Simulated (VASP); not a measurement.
# InGa2N3 (R-3m) in VASP: further runs

The runs below take InGa2N3 through single point, relaxation of cell and atoms, with PBE.

Everything below comes from runs of VASP 6.6.1. Logs are shortened: lines on timing, memory, paths and dates and some standing lists are left out, and cuts for length are marked.

### 1 The cell of the first run

It takes space group R-3m (No. 166, trigonal). Conventional cell: a = 5.882 Å, b = 5.882 Å, c = 9.759 Å, α = 90.00°, β = 90.00°, γ = 120.00°. Within 3.1 Å of In (site symmetry -3m) lie 6 N at 2.35 Å and 2 Ga at 2.60 Å. Within 2.6 Å of Ga (site symmetry 3m) lie 3 N at 1.96 Å and 1 In at 2.60 Å. N (site symmetry 2/m) has 2 Ga at 1.96 Å and 2 In at 2.35 Å within 2.6 Å.

### 2 Single point, PBE

The input, INCAR:

```
SYSTEM = InGa2N3
PREC = Accurate
ENCUT = 520
EDIFF = 1E-6
ISMEAR = 0
SIGMA = 0.1
LREAL = .FALSE.
LASPH = .TRUE.
NELM = 80
ALGO = Normal
ISIF = 2
LWAVE = .FALSE.
LCHARG = .TRUE.
GGA = PE
LELF = .TRUE.
LVHAR = .TRUE.
NBANDS = 36
```

The input, KPOINTS:

```
Automatic mesh
0
G
  6 6 6
  0 0 0
```

The input, POSCAR:

```
InGa2N3
1.0
    2.9411714768      1.6980861439      3.2528364262
   -2.9411714768      1.6980861439      3.2528364262
    0.0000000000     -3.3961722878      3.2528364262
In Ga N
1 2 3
Direct
    0.0000000000      0.0000000000      0.0000000000
    0.2660370547      0.2660370547      0.2660370547
    0.7339629453      0.7339629453      0.7339629453
    0.0000000000      0.0000000000      0.5000000000
    0.5000000000      0.0000000000      0.0000000000
    0.0000000000      0.5000000000      0.0000000000
```

Potentials or basis: VASP PAW PBE potentials, release 64 (In_d, Ga_d, N).

On the command line:

```bash
$ cat potpaw_PBE.64/In_d/POTCAR potpaw_PBE.64/Ga_d/POTCAR potpaw_PBE.64/N/POTCAR > POTCAR
$ mpirun -np 1 vasp_std > vasp.out
```

OUTCAR:

```text
SYSTEM = InGa2N3
   PREC = Accurate
   ENCUT = 520
   EDIFF = 1E-6
   ISMEAR = 0
   LREAL = .FALSE.
   LASPH = .TRUE.
   NELM = 80
   ISIF = 2
   GGA = PE

 ion  position               nearest neighbor table
   1  0.000  0.000  0.000-   5 2.35   6 2.35   6 2.35   5 2.35   4 2.35   4 2.35   2 2.60   3 2.60
                             2 3.46   3 3.46   2 3.46   3 3.46   2 3.46   3 3.46
   2  0.266  0.266  0.266-   5 1.96   6 1.96   4 1.96   1 2.60   1 3.46   1 3.46   1 3.46
   3  0.734  0.734  0.734-   5 1.96   6 1.96   4 1.96   1 2.60   1 3.46   1 3.46   1 3.46
   4  0.000  0.000  0.500-   2 1.96   3 1.96   1 2.35   1 2.35
   5  0.500  0.000  0.000-   2 1.96   3 1.96   1 2.35   1 2.35
   6  0.000  0.500  0.000-   2 1.96   3 1.96   1 2.35   1 2.35

  LATTYP: Found a trigonal (rhomboedric) cell.
 ALAT       =     4.7026514886
 COS(alpha) =     0.2176788029

  Lattice vectors:

 A1 = (   2.9411714768,   1.6980861439,   3.2528364262)
 A2 = (  -2.9411714768,   1.6980861439,   3.2528364262)
 A3 = (   0.0000000000,  -3.3961722878,   3.2528364262)

Analysis of symmetry for initial positions (statically):
=====================================================================
 Subroutine PRICEL returns:
 Original cell was already a primitive cell.

 Routine SETGRP: Setting up the symmetry group for a
 trigonal (rhombohedral) supercell.

 Subroutine GETGRP returns: Found 12 space group operations
 (whereof 12 operations were pure point group operations)
 out of a pool of 12 trial point group operations.

The static configuration has the point symmetry D_3d.

Analysis of symmetry for dynamics (positions and initial velocities):
=====================================================================
 Subroutine PRICEL returns:
 Original cell was already a primitive cell.

 Routine SETGRP: Setting up the symmetry group for a
 trigonal (rhombohedral) supercell.

 Subroutine GETGRP returns: Found 12 space group operations
 (whereof 12 operations were pure point group operations)
 out of a pool of 12 trial point group operations.

The dynamic configuration has the point symmetry D_3d.

 Subroutine INISYM returns: Found 12 space group operations
 (whereof 12 operations are pure point group operations),
 and found     1 'primitive' translations

----------------------------------------------------------------------------------------

                                     Primitive cell

  volume of cell :      97.4751

  direct lattice vectors                    reciprocal lattice vectors
     2.941171477  1.698086144  3.252836426     0.170000289  0.098149712  0.102474668
[... 88 lines left out ...]
   ISPIN  =      1    spin polarized calculation?
   LNONCOLLINEAR =      F non collinear calculations
   LSORBIT =      F    spin-orbit coupling
   LASPH  =      T    aspherical Exc in radial PAW
   ENCUT  =  520.0 eV  38.22 Ry    6.18 a.u.   8.74  8.74  8.74*2*pi/ulx,y,z
   NELM   =     80;   NELMIN=  2; NELMDL= -5     # of ELM steps
   EDIFF  = 0.1E-05   stopping-criterion for ELM
   LREAL  =      F    real-space projection
[... 7 lines left out ...]
   TEBEG  =    0.0;   TEEND  =   0.0 temperature during run
   PSTRESS=    0.0 pullay stress
   NELECT =      54.0000    total number of electrons
   NUPDOWN=      -1.0000    fix difference up-down
   EMIN   =  10.00;   EMAX   =-10.00  energy-range for DOS
   EFERMI =   0.00;   METHOD = LEGACY
   ISMEAR =     0;   SIGMA  =   0.10  broadening in eV -4-tet -1-fermi 0-gaus
   EFERMI_NEDOS =   21; number of points for ismear=-14 and -15
   IALGO  =     38    algorithm
   IMIX   =      4    mixing-type and parameters
     AMIX     =   0.40;   BMIX     =  1.00
     AMIX_MAG =   1.60;   BMIX_MAG =  1.00
  volume/ion in A,a.u.               =      16.25       109.63
  Fermi-wavevector in a.u.,A,eV,Ry     =   1.344544  2.540819 24.596580  1.807798
  Thomas-Fermi vector in A             =   2.472529
   LORBIT       =      0    0 simple, 1 ext, 2 COOP (PROOUT), +10 PAW based schemes
   GGA     = PE    functional components
   LHFCALC =     F    Hartree Fock is set to
   AEXX    =    0.0000 exact exchange contribution
   IVDW    =     0    specifies the selected vdW correction
   LEPSILON=     F    determine dielectric tensor
   LRPA    =     F    only Hartree local field effects (RPA)
 non-spin polarized calculation
 Gauss-broadening in eV      SIGMA  =   0.10
  energy-cutoff  :      520.00
  volume of cell :       97.48
 maximum number of plane-waves:      2638
   NGX = 17   NGY = 17   NGZ = 17

 number of electron      54.0000032 magnetization

 Free energy of the ion-electron system (eV)
  ---------------------------------------------------
  ext. energy  EPLUGINS =         0.00000000
  ---------------------------------------------------
  free energy    TOTEN  =       -27.75098584 eV

  energy without entropy =      -27.72880567  energy(sigma->0) =      -27.73989576

 E-fermi :   3.9960     XC(G=0): -10.0058

 val. band max:        3.9903122741   @ k =  -0.3333   0.5000   0.3333
 cond. band min:       4.0046663143   @ k =   0.3333   0.1667  -0.0000
 fundamental gap:      0.0143540402
 Fermi energy:         3.9959918644

 k-point     1 :       0.0000    0.0000    0.0000
  band No.  band energies     occupation
      1     -11.6016      2.00000
      2     -11.6016      2.00000
      3     -11.5858      2.00000
      4     -10.7178      2.00000
      5     -10.6021      2.00000
      6     -10.6021      2.00000
[... 925 lines left out ...]
     35      11.6390      0.00000
     36      12.5495      0.00000

 [... further k-points ...]
[... 5 lines left out ...]
  --------------------------------------------------------------------------------------
  -------------------------------------------------------------------------------------
  Total        0.2218324      0.2218324      0.0444926     -0.0000000      0.0000000      0.0000000
  in kB        3.6462130      3.6462130      0.7313152     -0.0000000      0.0000000      0.0000000
  external PRESSURE =       2.6745804 kB  Pullay stress =       0.0000000 kB

 VOLUME and BASIS-vectors are now :
 -----------------------------------------------------------------------------
  energy-cutoff  :      520.00
  volume of cell :       97.48
      direct lattice vectors                 reciprocal lattice vectors
     2.941171477  1.698086144  3.252836426     0.170000289  0.098149712  0.102474668
    -2.941171477  1.698086144  3.252836426    -0.170000289  0.098149712  0.102474668
     0.000000000 -3.396172288  3.252836426     0.000000000 -0.196299425  0.102474668

 POSITION                                       TOTAL-FORCE (eV/Angst)
 -----------------------------------------------------------------------------------
      0.00000      0.00000      0.00000        -0.000000     -0.000000      0.000000
      0.00000      0.00000      2.59613        -0.000000     -0.000000      0.015756
      0.00000      0.00000      7.16238        -0.000000      0.000000     -0.015756
      0.00000     -1.69809      1.62642        -0.000000     -0.000000     -0.000000
      1.47059      0.84904      1.62642        -0.000000     -0.000000     -0.000000
     -1.47059      0.84904      1.62642         0.000000     -0.000000      0.000000
 -----------------------------------------------------------------------------------
    total drift:                                0.000000     -0.000000      0.000000

  FREE ENERGIE OF THE ION-ELECTRON SYSTEM (eV)
  ---------------------------------------------------
  free  energy   TOTEN  =       -27.7509858432 eV

  energy  without entropy=      -27.7288056681  energy(sigma->0) =      -27.73989576
```

OSZICAR:

```text
N       E                     dE             d eps       ncg     rms          rms(c)
DAV:   1     0.557177640200E+03    0.55718E+03   -0.25597E+04  2420   0.233E+03
DAV:   2     0.649287962558E+02   -0.49225E+03   -0.47113E+03  2472   0.580E+02
DAV:   3    -0.281812305195E+02   -0.93110E+02   -0.89904E+02  2668   0.199E+02
DAV:   4    -0.356729158361E+02   -0.74917E+01   -0.74129E+01  3104   0.562E+01
DAV:   5    -0.358835495645E+02   -0.21063E+00   -0.21028E+00  3192   0.955E+00    0.158E+01
DAV:   6    -0.281717157951E+02    0.77118E+01   -0.45337E+01  3840   0.665E+01    0.828E+00
DAV:   7    -0.277915779786E+02    0.38014E+00   -0.55677E+00  3004   0.216E+01    0.353E+00
DAV:   8    -0.277640874543E+02    0.27491E-01   -0.59419E-01  2632   0.627E+00    0.144E+00
DAV:   9    -0.277502995055E+02    0.13788E-01   -0.72506E-02  3244   0.368E+00    0.410E-01
DAV:  10    -0.277507000026E+02   -0.40050E-03   -0.11183E-02  3152   0.115E+00    0.178E-01
DAV:  11    -0.277509304253E+02   -0.23042E-03   -0.15022E-03  3488   0.304E-01    0.973E-02
DAV:  12    -0.277509966838E+02   -0.66258E-04   -0.49145E-04  3000   0.174E-01    0.394E-02
DAV:  13    -0.277509863555E+02    0.10328E-04   -0.68939E-05  2908   0.712E-02    0.186E-02
DAV:  14    -0.277509850680E+02    0.12874E-05   -0.12368E-05  2712   0.330E-02    0.464E-03
DAV:  15    -0.277509858432E+02   -0.77516E-06   -0.32887E-06  2156   0.136E-02
   1 F= -.27750986E+02 E0= -.27739896E+02  d E =-.221802E-01
```

stdout:

```text
POSCAR found type information on POSCAR InGaN
 POSCAR found :  3 types and       6 ions
 scaLAPACK will be used
 LDA part: xc-table for (Slater+PW92), standard interpolation
 POSCAR, INCAR and KPOINTS ok, starting setup
 FFT: planning ... GRIDC
 FFT: planning ... GRID_SOFT
 FFT: planning ... GRID
 WAVECAR not read
 entering main loop
```

Run time: 47 s. Hardware: 1 thread of Intel Xeon 6975P-C (Granite Rapids), shared host; peak memory 0.25 GiB.

Results:

```yaml
Free_energy: -27.7510 eV
Pressure: 0.3 GPa
Largest_force: 0.016 eV/Å
Band_gap_on_the_k_mesh: zero (band 27 reaches 4.11 eV, above the bottom of band 28 at 3.79 eV)
```

Forces on the atoms (eV/Å):
```
In   0.000  0.000  0.000
Ga   0.000  0.000  0.016
Ga   0.000  0.000 -0.016
N    0.000  0.000  0.000
N    0.000  0.000  0.000
N    0.000  0.000  0.000
```

Caveat: spin-orbit coupling is left out, which moves the levels of the heavy elements.

(Continued in part 2 of 2.)
